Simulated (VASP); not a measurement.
Write the native input for VASP 6.6.1 that does the following.

* Task: relaxation of shape and atoms at fixed volume
* Functional: PBE
* Potentials or basis: VASP PAW PBE potentials, release 64 (Cd)
* Cutoff: 600 eV
* k mesh: 15 × 15 × 8
* Occupations: fermi-dirac, width 0.08 eV
* Spin: no spin polarisation
* Dipole correction: no
* Further INCAR settings: ALGO = Normal; EDIFF = 1e-07; IBRION = 2; EDIFFG = -0.005; NSW = 50; ISIF = 4

The structure of Cd lies in POSCAR:

```
Cd
1.0
    2.6249631746      0.0000000000      0.0000000000
   -1.3124815873      2.2732847932      0.0000000000
    0.0000000000      0.0000000000      4.1752389939
Cd
2
Direct
    0.3333333333      0.6666666667      0.2500000000
    0.6666666667      0.3333333333      0.7500000000
```

One way to write it, as run:

INCAR

```
SYSTEM = Cd
PREC = Accurate
ENCUT = 600
EDIFF = 1E-7
ISMEAR = -1
SIGMA = 0.08
LREAL = .False.
LASPH = .True.
NELM = 80
ALGO = Normal
ISIF = 4
LWAVE = .False.
LCHARG = .False.
GGA = PE
IBRION = 2
NSW = 50
EDIFFG = -0.005
```

KPOINTS

```
Automatic mesh
0
Gamma
  15 15 8
  0 0 0
```

Potentials or basis: VASP PAW PBE potentials, release 64 (Cd).

The run is started by

```console
$ cat potpaw_PBE.64/Cd/POTCAR > POTCAR
$ mpirun -np 1 vasp_std > vasp.out
```

Results of the run:

| Quantity | Value |
| --- | --- |
| Energy gained by relaxing | 6.4 meV/atom |
| Ionic steps | 15 |
| Pressure after relaxing | 146.2 GPa |
| Band gap on the k mesh | zero (band 12 reaches 10.74 eV, above the bottom of band 13 at 8.13 eV) |

Wall time 5.8 min on 1 thread of Oxide Virtual Turin-like Processor, on a shared host, peak memory 0.16 GiB.
